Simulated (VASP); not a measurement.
# Ir (P6_3/mmc) in VASP: single point with LDA

Aim: the single point of Ir with LDA.

All numbers are computed with VASP 6.6.1; they aren't measurements. Logs are shortened: lines on timing, memory, paths and dates and some standing lists are left out, and cuts for length are marked.

### 1 The cell of the first run

It takes space group P6_3/mmc (No. 194, hexagonal). The conventional cell has a = 2.751 Å, b = 2.751 Å, c = 4.462 Å, α = 90.00°, β = 90.00°, γ = 120.00°. Ir (site symmetry -6m2) has 12 Ir at 2.74 to 2.75 Å within 3.6 Å.

### 2 Single point, LDA

INCAR

```
PREC = Accurate
ENCUT = 520
EDIFF = 1E-6
ISMEAR = -1
SIGMA = 0.15
LREAL = F
LASPH = T
NELM = 80
ALGO = Normal
ISIF = 2
LWAVE = F
LCHARG = F
NBANDS = 16
```

KPOINTS

```
Automatic mesh
0
Gamma
  14 14 8
```

POSCAR

```
Ir
1.0
    2.7513780000      0.0000000000      0.0000000000
   -1.3756890000      2.3827632434      0.0000000000
    0.0000000000      0.0000000000      4.4622900000
Ir
2
Direct
    0.6666666667      0.3333333333      0.7500000000
    0.3333333333      0.6666666667      0.2500000000
```

Potentials or basis: VASP PAW LDA potentials, release 64 (Ir).

Started as:

```console
$ cat potpaw_LDA.64/Ir/POTCAR > POTCAR
$ mpirun -np 1 vasp_std > vasp.out
```

OUTCAR:

```text
PREC = Accurate
   ENCUT = 520
   EDIFF = 1E-6
   ISMEAR = -1
   LREAL = F
   LASPH = T
   NELM = 80
   ISIF = 2

 ion  position               nearest neighbor table
   1  0.667  0.333  0.750-   2 2.74   2 2.74   2 2.74   2 2.74   2 2.74   2 2.74
   2  0.333  0.667  0.250-   1 2.74   1 2.74   1 2.74   1 2.74   1 2.74   1 2.74

  LATTYP: Found a hexagonal cell.
 ALAT       =     2.7513780000
 C/A-ratio  =     1.6218382207

  Lattice vectors:

 A1 = (   2.7513780000,   0.0000000000,   0.0000000000)
 A2 = (  -1.3756890000,   2.3827632434,   0.0000000000)
 A3 = (   0.0000000000,   0.0000000000,   4.4622900000)

Analysis of symmetry for initial positions (statically):
=====================================================================
 Subroutine PRICEL returns:
 Original cell was already a primitive cell.

 Routine SETGRP: Setting up the symmetry group for a
 hexagonal supercell.

 Subroutine GETGRP returns: Found 24 space group operations
 (whereof 12 operations were pure point group operations)
 out of a pool of 24 trial point group operations.

The static configuration has the point symmetry D_3d.
 The point group associated with its full space group is D_6h.

Analysis of symmetry for dynamics (positions and initial velocities):
=====================================================================
 Subroutine PRICEL returns:
 Original cell was already a primitive cell.

 Routine SETGRP: Setting up the symmetry group for a
 hexagonal supercell.

 Subroutine GETGRP returns: Found 24 space group operations
 (whereof 12 operations were pure point group operations)
 out of a pool of 24 trial point group operations.

The dynamic configuration has the point symmetry D_3d.
 The point group associated with its full space group is D_6h.

 Subroutine INISYM returns: Found 24 space group operations
 (whereof 12 operations are pure point group operations),
 and found     1 'primitive' translations

----------------------------------------------------------------------------------------

                                     Primitive cell

  volume of cell :      29.2542

  direct lattice vectors                    reciprocal lattice vectors
     2.751378000  0.000000000  0.000000000     0.363454240  0.209840403  0.000000000
    -1.375689000  2.382763243  0.000000000     0.000000000  0.419680807  0.000000000
     0.000000000  0.000000000  4.462290000     0.000000000  0.000000000  0.224100182

[... 74 lines left out ...]
   PREC   = accura    normal or accurate (medium, high low for compatibility)
   ISTART =      0    job   : 0-new  1-cont  2-samecut
   ICHARG =      2    charge: 1-file 2-atom 10-const
   ISPIN  =      1    spin polarized calculation?
   LNONCOLLINEAR =      F non collinear calculations
   LSORBIT =      F    spin-orbit coupling
   LASPH  =      T    aspherical Exc in radial PAW
   ENCUT  =  520.0 eV  38.22 Ry    6.18 a.u.   5.12  5.12  8.30*2*pi/ulx,y,z
   NELM   =     80;   NELMIN=  2; NELMDL= -5     # of ELM steps
   EDIFF  = 0.1E-05   stopping-criterion for ELM
   LREAL  =      F    real-space projection
[... 7 lines left out ...]
   TEBEG  =    0.0;   TEEND  =   0.0 temperature during run
   PSTRESS=    0.0 pullay stress
   NELECT =      18.0000    total number of electrons
   NUPDOWN=      -1.0000    fix difference up-down
   EMIN   =  10.00;   EMAX   =-10.00  energy-range for DOS
   EFERMI =   0.00;   METHOD = LEGACY
   ISMEAR =    -1;   SIGMA  =   0.15  broadening in eV -4-tet -1-fermi 0-gaus
   EFERMI_NEDOS =   21; number of points for ismear=-14 and -15
   IALGO  =     38    algorithm
   IMIX   =      4    mixing-type and parameters
     AMIX     =   0.40;   BMIX     =  1.00
     AMIX_MAG =   1.60;   BMIX_MAG =  1.00
  volume/ion in A,a.u.               =      14.63        98.71
  Fermi-wavevector in a.u.,A,eV,Ry     =   1.392417  2.631287 26.379321  1.938825
  Thomas-Fermi vector in A             =   2.516162
   LORBIT       =      0    0 simple, 1 ext, 2 COOP (PROOUT), +10 PAW based schemes
   GGA     = CA    functional components
   LHFCALC =     F    Hartree Fock is set to
   AEXX    =    0.0000 exact exchange contribution
   IVDW    =     0    specifies the selected vdW correction
   LEPSILON=     F    determine dielectric tensor
   LRPA    =     F    only Hartree local field effects (RPA)
 non-spin polarized calculation
  energy-cutoff  :      520.00
  volume of cell :       29.25
 maximum number of plane-waves:       796
   NGX = 11   NGY = 11   NGZ = 17

 number of electron      18.0000000 magnetization

 Free energy of the ion-electron system (eV)
  ---------------------------------------------------
  ext. energy  EPLUGINS =         0.00000000
  ---------------------------------------------------
  free energy    TOTEN  =       -20.51931893 eV

  energy without entropy =      -20.33326633  energy(sigma->0) =      -20.42629263

 E-fermi :   9.8235     XC(G=0): -13.9463

 val. band max:        9.8168404414   @ k =   0.2143   0.0000   0.3750
 cond. band min:       9.8284941755   @ k =   0.3571   0.0000   0.0000
 fundamental gap:      0.0116537341
 Fermi energy:         9.8235066990

 k-point     1 :       0.0000    0.0000    0.0000
  band No.  band energies     occupation
      1      -1.0206      2.00000
      2       1.9898      2.00000
      3       6.0641      2.00000
      4       6.1706      2.00000
      5       6.1706      2.00000
      6       6.7967      2.00000
[... 433 lines left out ...]
      3       4.1868      2.00000
      4       5.0252      2.00000
      5       5.6974      2.00000
      6       5.9366      2.00000
[... 8 lines left out ...]
     15      22.9482      0.00000
     16      23.1517      0.00000

 [... further k-points ...]

------------------------ aborting loop because EDIFF is reached ----------------------------------------

  FORCE on cell =-STRESS in cart. coord.  units (eV):
  Direction    XX          YY          ZZ          XY          YZ          ZX
  --------------------------------------------------------------------------------------
  -------------------------------------------------------------------------------------
  Total       -2.6984095     -2.6984095     -2.8708070      0.0000000      0.0000000      0.0000000
  in kB     -147.7847082   -147.7847082   -157.2264597      0.0000000      0.0000000      0.0000000
  external PRESSURE =    -150.9319587 kB  Pullay stress =       0.0000000 kB

 VOLUME and BASIS-vectors are now :
 -----------------------------------------------------------------------------
  energy-cutoff  :      520.00
  volume of cell :       29.25
      direct lattice vectors                 reciprocal lattice vectors
     2.751378000  0.000000000  0.000000000     0.363454240  0.209840403  0.000000000
    -1.375689000  2.382763243  0.000000000     0.000000000  0.419680807  0.000000000
     0.000000000  0.000000000  4.462290000     0.000000000  0.000000000  0.224100182

 POSITION                                       TOTAL-FORCE (eV/Angst)
 -----------------------------------------------------------------------------------
      1.37569      0.79425      3.34672        -0.000000      0.000000      0.000000
     -0.00000      1.58851      1.11557         0.000000     -0.000000      0.000000
 -----------------------------------------------------------------------------------
    total drift:                                0.000000     -0.000000     -0.000000

  FREE ENERGIE OF THE ION-ELECTRON SYSTEM (eV)
  ---------------------------------------------------
  free  energy   TOTEN  =       -20.5193189314 eV

  energy  without entropy=      -20.3332663265  energy(sigma->0) =      -20.42629263
```

stdout:

```text
POSCAR found type information on POSCAR Ir
 POSCAR found :  1 types and       2 ions
 scaLAPACK will be used
 LDA part: xc-table for (Slater(with rela. corr.)+CA(PZ))
 , standard interpolation
 POSCAR, INCAR and KPOINTS ok, starting setup
 FFT: planning ... GRIDC
 FFT: planning ... GRID_SOFT
 FFT: planning ... GRID
 WAVECAR not read
 entering main loop
```

Wall time 36 s (1 thread of Intel Xeon Platinum 8375C at 2.90GHz (Ice Lake), shared host); peak memory 0.16 GiB.

What came out:

```
Free energy            : -20.5193 eV
Pressure               : -15.1 GPa
Band gap on the k mesh : zero (band 9 reaches 10.77 eV, above the bottom of band 10 at 7.61 eV)
```

Stress tensor (GPa, compression positive):
```
-14.78   0.00   0.00
  0.00 -14.78   0.00
  0.00   0.00 -15.72
```

Caveat: spin-orbit coupling is left out, which moves the levels of the heavy elements.
